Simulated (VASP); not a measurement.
A run of VASP 6.6.1 is set up as follows.

Contents of INCAR:

```
ALGO = Normal
EDIFF = 1E-6
ENCUT = 520
GGA = PE
ISIF = 2
ISMEAR = 1
LASPH = T
LCHARG = T
LELF = T
LREAL = F
LVHAR = T
LWAVE = F
NBANDS = 8
NELM = 60
PREC = Accurate
SIGMA = 0.5
```

The input KPOINTS:

```
k-points
0
Gamma
  5 5 5
```

File POSCAR:

```
Si
1.0
    2.5270000000      0.0000000000      0.0000000000
   -1.2635000000      2.1884461954      0.0000000000
    0.0000000000      0.0000000000      2.3730000000
Si
1
Direct
    0.0000000000      0.0000000000      0.0000000000
```

Potentials or basis: VASP PAW PBE potentials, release 64 (Si).

Command:

```bash
$ cat potpaw_PBE.64/Si/POTCAR > POTCAR
$ mpirun -np 1 vasp_std > vasp.out
```

Question: Predict the pressure.

Answer: 24.0 GPa.

Question: Predict the band gap on the k mesh.

Answer: Zero (band 2 reaches 18.80 eV, above the bottom of band 3 at 10.02 eV).

Stress tensor (GPa, compression positive):
```
34.50  0.00  0.00
 0.00 34.50  0.00
 0.00  0.00  2.89
```

Caveat: the k points lie up to 0.57 Å⁻¹ apart.
